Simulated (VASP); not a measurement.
# SiC (sol) (P6_3mc) in VASP: notebook

Runs on SiC (sol). Level: PBEsol. Tasks: single point, relaxation of cell and atoms.

Program: VASP 6.6.1. These are calculated values, not measurements. Logs are shortened: lines on timing, memory, paths and dates and some standing lists are left out, and cuts for length are marked.

**1. The cell of the first run**

Symmetry: P6_3mc, No. 186, hexagonal system. The conventional cell has a = 3.076 Å, b = 3.076 Å, c = 5.048 Å, α = 90.00°, β = 90.00°, γ = 120.00°. Si (site symmetry 3m) has 4 C at 1.78 to 2.37 Å within 2.4 Å. Within 2.4 Å of C (site symmetry 3m) lie 4 Si at 1.78 to 2.37 Å.

**2. Single point, PBEsol**

INCAR reads:

```
PREC = Accurate
ENCUT = 520
EDIFF = 1E-6
ISMEAR = 0
SIGMA = 0.01
LREAL = F
LASPH = T
NELM = 60
ALGO = Normal
ISIF = 2
LWAVE = F
LCHARG = F
GGA = PS
NBANDS = 16
```

KPOINTS reads:

```
Automatic mesh
0
Gamma
  12 12 6
```

POSCAR reads:

```
SiC
1.0
    3.0759836400      0.0000000000      0.0000000000
   -1.5379918200      2.6638799739      0.0000000000
    0.0000000000      0.0000000000      5.0478375098
Si C
2 2
Direct
    0.3333333333      0.6666666667     -0.0469776163
    0.6666666667      0.3333333333      0.4530223837
    0.3333333333      0.6666666667      0.4219776163
    0.6666666667      0.3333333333      0.9219776163
```

Potentials or basis: VASP PAW PBE potentials, release 64 (Si, C).

Command:

```console
$ cat potpaw_PBE.64/Si/POTCAR potpaw_PBE.64/C/POTCAR > POTCAR
$ mpirun -np 1 vasp_std > vasp.out
```

OUTCAR:

```text
PREC = Accurate
   ENCUT = 520
   EDIFF = 1E-6
   ISMEAR = 0
   LREAL = F
   LASPH = T
   NELM = 60
   ISIF = 2
   GGA = PS

 ion  position               nearest neighbor table
   1  0.333  0.667  0.953-   4 1.78   4 1.78   4 1.78   3 2.37   2 3.09   2 3.09   2 3.09   2 3.09
                             2 3.09   2 3.09
   2  0.667  0.333  0.453-   3 1.78   3 1.78   3 1.78   4 2.37   1 3.09   1 3.09   1 3.09   1 3.09
                             1 3.09   1 3.09
   3  0.333  0.667  0.422-   2 1.78   2 1.78   2 1.78   1 2.37
   4  0.667  0.333  0.922-   1 1.78   1 1.78   1 1.78   2 2.37

  LATTYP: Found a hexagonal cell.
 ALAT       =     3.0759836400
 C/A-ratio  =     1.6410482306

  Lattice vectors:

 A1 = (   3.0759836400,   0.0000000000,   0.0000000000)
 A2 = (  -1.5379918200,   2.6638799739,   0.0000000000)
 A3 = (   0.0000000000,   0.0000000000,   5.0478375098)

Analysis of symmetry for initial positions (statically):
=====================================================================
 Subroutine PRICEL returns:
 Original cell was already a primitive cell.

 Routine SETGRP: Setting up the symmetry group for a
 hexagonal supercell.

 Subroutine GETGRP returns: Found 12 space group operations
 (whereof  6 operations were pure point group operations)
 out of a pool of 24 trial point group operations.

The static configuration has the point symmetry C_3v.
 The point group associated with its full space group is C_6v.

Analysis of symmetry for dynamics (positions and initial velocities):
=====================================================================
 Subroutine PRICEL returns:
 Original cell was already a primitive cell.

 Routine SETGRP: Setting up the symmetry group for a
 hexagonal supercell.

 Subroutine GETGRP returns: Found 12 space group operations
 (whereof  6 operations were pure point group operations)
 out of a pool of 24 trial point group operations.

The dynamic configuration has the point symmetry C_3v.
 The point group associated with its full space group is C_6v.

 Subroutine INISYM returns: Found 12 space group operations
 (whereof  6 operations are pure point group operations),
 and found     1 'primitive' translations

----------------------------------------------------------------------------------------
[... 91 lines left out ...]
   ISPIN  =      1    spin polarized calculation?
   LNONCOLLINEAR =      F non collinear calculations
   LSORBIT =      F    spin-orbit coupling
   LASPH  =      T    aspherical Exc in radial PAW
   ENCUT  =  520.0 eV  38.22 Ry    6.18 a.u.   5.72  5.72  9.39*2*pi/ulx,y,z
   NELM   =     60;   NELMIN=  2; NELMDL= -5     # of ELM steps
   EDIFF  = 0.1E-05   stopping-criterion for ELM
   LREAL  =      F    real-space projection
   EDIFFG = 0.1E-04   stopping-criterion for IOM
   NSW    =      0    number of steps for IOM
   IBRION =     -1    ionic relax: 0-MD 1-quasi-New 2-CG
   NFREE  =      0    steps in history (QN), initial steepest desc. (CG)
   ISIF   =      2    stress and relaxation
   ISYM   =      2    0-nonsym 1-usesym 2-fastsym
   POTIM  = 0.5000    time-step for ionic-motion
   TEBEG  =    0.0;   TEEND  =   0.0 temperature during run
   PSTRESS=    0.0 pullay stress
   NELECT =      16.0000    total number of electrons
   NUPDOWN=      -1.0000    fix difference up-down
   EMIN   =  10.00;   EMAX   =-10.00  energy-range for DOS
   EFERMI =   0.00;   METHOD = LEGACY
   ISMEAR =     0;   SIGMA  =   0.01  broadening in eV -4-tet -1-fermi 0-gaus
   EFERMI_NEDOS =   21; number of points for ismear=-14 and -15
   IALGO  =     38    algorithm
   IMIX   =      4    mixing-type and parameters
     AMIX     =   0.40;   BMIX     =  1.00
     AMIX_MAG =   1.60;   BMIX_MAG =  1.00
  volume/ion in A,a.u.               =      10.34        69.78
  Fermi-wavevector in a.u.,A,eV,Ry     =   1.192834  2.254130 19.359102  1.422854
  Thomas-Fermi vector in A             =   2.328863
   LORBIT       =      0    0 simple, 1 ext, 2 COOP (PROOUT), +10 PAW based schemes
   GGA     = PS    functional components
   LHFCALC =     F    Hartree Fock is set to
   AEXX    =    0.0000 exact exchange contribution
   IVDW    =     0    specifies the selected vdW correction
   LEPSILON=     F    determine dielectric tensor
   LRPA    =     F    only Hartree local field effects (RPA)
 non-spin polarized calculation
 Gauss-broadening in eV      SIGMA  =   0.01
  energy-cutoff  :      520.00
  volume of cell :       41.36
 maximum number of plane-waves:      1132
 NGX is ok and might be reduce to    24
   NGX = 11   NGY = 11   NGZ = 19

 number of electron      16.0000000 magnetization

 Free energy of the ion-electron system (eV)
  ---------------------------------------------------
  ext. energy  EPLUGINS =         0.00000000
  ---------------------------------------------------
  free energy    TOTEN  =       -30.15507091 eV

  energy without entropy =      -30.15507091  energy(sigma->0) =      -30.15507091

 E-fermi :   9.9566     XC(G=0): -11.4871

 val. band max:        9.8578072854   @ k =   0.0000   0.0000   0.0000
 cond. band min:      10.5870855610   @ k =   0.5000   0.0000   0.0000
 fundamental gap:      0.7292782757
 Fermi energy:         9.9565736367

 k-point     1 :       0.0000    0.0000    0.0000
  band No.  band energies     occupation
      1      -7.4750      2.00000
      2      -4.2950      2.00000
      3       0.4484      2.00000
      4       6.1254      2.00000
      5       6.1254      2.00000
      6       7.1924      2.00000
[... 433 lines left out ...]
      3       0.8646      2.00000
      4       2.7686      2.00000
      5       3.0387      2.00000
      6       4.7042      2.00000
[... 8 lines left out ...]
     15      18.4694      0.00000
     16      19.6880      0.00000

 [... further k-points ...]
[... 5 lines left out ...]
  --------------------------------------------------------------------------------------
  -------------------------------------------------------------------------------------
  Total        4.1937314      4.1937314     -0.6095444      0.0000000     -0.0000000      0.0000000
  in kB      162.4453028    162.4453028    -23.6108632      0.0000000     -0.0000000      0.0000000
  external PRESSURE =     100.4265808 kB  Pullay stress =       0.0000000 kB

 VOLUME and BASIS-vectors are now :
 -----------------------------------------------------------------------------
  energy-cutoff  :      520.00
  volume of cell :       41.36
      direct lattice vectors                 reciprocal lattice vectors
     3.075983640  0.000000000  0.000000000     0.325099258  0.187696144  0.000000000
    -1.537991820  2.663879974  0.000000000     0.000000000  0.375392289  0.000000000
     0.000000000  0.000000000  5.047837510     0.000000000  0.000000000  0.198104634

 POSITION                                       TOTAL-FORCE (eV/Angst)
 -----------------------------------------------------------------------------------
     -0.00000      1.77592      4.81070         0.000000      0.000000      1.504194
      1.53799      0.88796      2.28678        -0.000000     -0.000000      1.504194
     -0.00000      1.77592      2.13007         0.000000      0.000000     -1.504194
      1.53799      0.88796      4.65399        -0.000000     -0.000000     -1.504194
 -----------------------------------------------------------------------------------
    total drift:                                0.000000      0.000000     -0.000368

  FREE ENERGIE OF THE ION-ELECTRON SYSTEM (eV)
  ---------------------------------------------------
  free  energy   TOTEN  =       -30.1550709114 eV

  energy  without entropy=      -30.1550709114  energy(sigma->0) =      -30.15507091
```

stdout:

```text
POSCAR found type information on POSCAR SiC
 POSCAR found :  2 types and       4 ions
 scaLAPACK will be used
 -----------------------------------------------------------------------------
|                                                                             |
|                                                                             |
|     You enforced a specific xc type in the INCAR file but a different       |
|     I HOPE YOU KNOW WHAT YOU ARE DOING!                                     |
|                                                                             |
 -----------------------------------------------------------------------------

 LDA part: xc-table for (Slater+PW92), standard interpolation
 POSCAR, INCAR and KPOINTS ok, starting setup
 FFT: planning ... GRIDC
 FFT: planning ... GRID_SOFT
 FFT: planning ... GRID
 WAVECAR not read
 entering main loop
```

Wall time 18 s (1 thread of Intel Xeon 6975P-C, shared host); peak memory 0.18 GiB.

What came out:

- Free energy: -30.1551 eV
- Pressure: 10.0 GPa
- Largest force: 1.504 eV/Å
- Band gap on the k mesh: 0.73 eV, indirect (least direct gap 2.82 eV)

Forces on the atoms (eV/Å):
```
Si   0.000  0.000  1.504
Si   0.000  0.000  1.504
C    0.000  0.000 -1.504
C    0.000  0.000 -1.504
```

Levels at points of the mesh, in eV from the valence-band top:
| k point | band 6 | band 7 | band 8 | band 9 | band 10 | band 11 |
| --- | --- | --- | --- | --- | --- | --- |
| (0.00, 0.00, 0.00) | -2.67 | -2.67 | 0.00 | 2.95 | 4.04 | 4.80 |
| (0.50, 0.00, 0.00) | -5.59 | -3.89 | -3.71 | 0.73 | 3.30 | 4.24 |
| (0.00, 0.00, 0.50) | -3.23 | -3.23 | -3.23 | 4.08 | 4.08 | 5.35 |
| (0.50, 0.00, 0.50) | -4.85 | -2.82 | -2.82 | 1.58 | 1.58 | 2.39 |

Caveat: the PAW data sets were made with another functional, which shifts forces and pressure a little. PBEsol gaps usually lie below the measured ones, often by a third to a half.

**3. Relaxation of cell and atoms, PBEsol**

INCAR reads:

```
SYSTEM = SiC
PREC = Accurate
ENCUT = 600
EDIFF = 1E-6
ISMEAR = 0
SIGMA = 0.02
LREAL = .False.
LASPH = .True.
NELM = 60
ALGO = Normal
ISIF = 3
LWAVE = .False.
LCHARG = .False.
GGA = PS
IBRION = 2
NSW = 100
EDIFFG = -0.002
```

KPOINTS reads:

```
regular mesh
0
Gamma
  12 12 6
  0 0 0
```

POSCAR reads:

```
SiC
1.0
    3.0760000000      0.0000000000      0.0000000000
   -1.5380000000      2.6638941420      0.0000000000
    0.0000000000      0.0000000000      5.0480000000
Si C
2 2
Direct
    0.3333333333      0.6666666667      0.0000000000
    0.6666666667      0.3333333333      0.5000000000
    0.3333333333      0.6666666667      0.3750000000
    0.6666666667      0.3333333333      0.8750000000
```

Potentials or basis: VASP PAW PBE potentials, release 64 (Si, C).

Command:

```console
$ cat potpaw_PBE.64/Si/POTCAR potpaw_PBE.64/C/POTCAR > POTCAR
$ mpirun -np 1 vasp_std > vasp.out
```

Run time: 71 s. Hardware: 1 thread of Intel Xeon 6975P-C, shared host; peak memory 0.2 GiB.

It converged, with:

| Property | Result |
| --- | --- |
| Free energy | -31.8245 eV |
| Relaxed volume | 10.35 Å³/atom |
| Relaxed cell | a = 3.077 Å, b = 3.077 Å, c = 5.050 Å, α = 90.00°, β = 90.00°, γ = 120.00° |
| Space group after relaxing (to 0.05 Å) | P6_3mc (No. 186) |
| Energy gained by relaxing | 0.1 meV/atom |
| Ionic steps | 6 |
| Pressure after relaxing | 0.0 GPa |
| Band gap on the k mesh | 2.12 eV, indirect (least direct gap 3.85 eV) |

Step by step:
```csv
step,energy change (eV),largest force (eV/Å),pressure (GPa),volume (Å³)
1,0.0000,0.0737,0.20,41.36
2,0.0001,0.0681,-0.20,41.44
3,-0.0003,0.0056,0.01,41.40
4,-0.0003,0.0000,-0.02,41.41
5,-0.0003,0.0012,-0.02,41.41
6,-0.0003,0.0012,-0.02,41.40
```

Final structure:
```cif
data_structure
_symmetry_space_group_name_H-M 'P 1'
_symmetry_Int_Tables_number 1
_cell_length_a 3.0770
_cell_length_b 3.0770
_cell_length_c 5.0498
_cell_angle_alpha 90.000
_cell_angle_beta 90.000
_cell_angle_gamma 120.000
_cell_volume 41.40
loop_
_atom_site_label
_atom_site_type_symbol
_atom_site_fract_x
_atom_site_fract_y
_atom_site_fract_z
_atom_site_occupancy
Si1 Si 0.33333 0.66667 0.99960 1
Si2 Si 0.66667 0.33333 0.49960 1
C1 C 0.33333 0.66667 0.37540 1
C2 C 0.66667 0.33333 0.87540 1
```

Levels at points of the mesh, in eV from the valence-band top:
```tsv
k point	band 4	band 5	band 6	band 7	band 8	band 9	band 10	band 11	band 12
(0.00, 0.00, 0.00)	-1.32	-1.32	-0.11	0.00	0.00	4.73	6.14	6.59	6.59
(0.50, 0.00, 0.00)	-6.31	-5.47	-3.34	-3.34	-1.20	2.65	4.12	6.79	7.04
(0.00, 0.00, 0.50)	-4.46	-0.71	-0.71	-0.71	-0.71	5.82	5.82	7.27	7.27
(0.50, 0.00, 0.50)	-8.31	-2.46	-2.46	-2.34	-2.34	3.17	3.17	5.15	5.15
```

Caveat: the PAW data sets were made with another functional, which shifts forces and pressure a little. A hybrid or GW would open this gap; PBEsol tends to underestimate it.
